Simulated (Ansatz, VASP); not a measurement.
**KBr: VASP beside Ansatz**

```
CELL_PARAMETERS angstrom
0.00000 3.37481 3.12787
3.37481 0.00000 3.12787
3.37481 3.37481 0.00000
ATOMIC_POSITIONS crystal
K 0.00000 0.00000 0.00000
Br 0.50000 0.50000 0.50000
```

Change from the starting cell: strain +0.025 along x and y, -0.050 along z, atoms carried along.

Alike in both runs: task single point; functional PBE; k mesh 6 × 6 × 6; occupations gaussian, width 0.05 eV; no spin polarisation.

```csv
,VASP,Ansatz
version,VASP 6.6.1,Ansatz 0.2.0
potentials or method,"VASP PAW PBE potentials, release 64 (K_sv, Br), cutoff 520 eV","scalar-relativistic, plane waves, PAW"
valence electrons in the cell,16,16
```

|  | VASP | Ansatz | Ansatz less VASP |
| --- | --- | --- | --- |
| gap on the k mesh at the Fermi level (eV) | 4.41 | 4.41 | +0.002 |
| least direct gap on the mesh (eV) | 4.41 | 4.41 | +0.002 |
| pressure (GPa) | 1.2 | 1.2 | -0.04 |
| traceless stress, the component that is largest in VASP (GPa) | 2.08 | 2.04 | -0.032 |

The functional is the same, so the differences come from potentials, cutoffs and numerics.
